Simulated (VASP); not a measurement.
AsO:

```xyz
2
Lattice="0.0000 2.4989 2.4989 2.4989 0.0000 2.4989 2.4989 2.4989 0.0000" Properties=species:S:1:pos:R:3 pbc="T T T"
As    0.0000    0.0000    0.0000
O     3.7484    3.7484    3.7484
```

The cell was built from a structure type or drawn by symmetry, and may not be a known phase.

```yaml
Program: VASP 6.6.1
Task: relaxation of cell and atoms
Functional: PBE
Potentials_or_basis: VASP PAW PBE potentials, release 64 (As, O)
Cutoff: 600 eV
k_mesh: 6 × 6 × 6
Occupations: gaussian, width 0.1 eV
Spin: no spin polarisation
```

At the start: pressure 5.8 GPa; volume 15.60 Å³/atom.

**Question.** How do energy, volume and symmetry change on relaxing?

**Answer.** Over 3 steps the energy falls by 15.5 meV/atom and the volume is 16.50 Å³/atom (+5.7 %); space group F-43m (No. 216, to 0.1 Å) before and after.

Step by step:
| step | energy change (eV) | largest force (eV/Å) | pressure (GPa) | volume (Å³) |
| --- | --- | --- | --- | --- |
| 1 | 0.0000 | 0.0000 | 5.84 | 31.21 |
| 2 | -0.0248 | 0.0000 | -2.25 | 33.85 |
| 3 | -0.0310 | 0.0000 | 0.01 | 32.99 |

Final structure:
```cif
data_structure
_symmetry_space_group_name_H-M 'P 1'
_symmetry_Int_Tables_number 1
_cell_length_a 3.6001
_cell_length_b 3.6001
_cell_length_c 3.6001
_cell_angle_alpha 60.000
_cell_angle_beta 60.000
_cell_angle_gamma 60.000
_cell_volume 32.99
loop_
_atom_site_label
_atom_site_type_symbol
_atom_site_fract_x
_atom_site_fract_y
_atom_site_fract_z
_atom_site_occupancy
As1 As 0.00000 0.00000 0.00000 1
O1 O 0.75000 0.75000 0.75000 1
```

Caveat: the k points lie up to 0.36 Å⁻¹ apart in the final cell, too coarse for converged energies and pressures of a metal; an odd number of electrons without spin polarisation forces a metal; a magnetic or distorted state may lie lower.
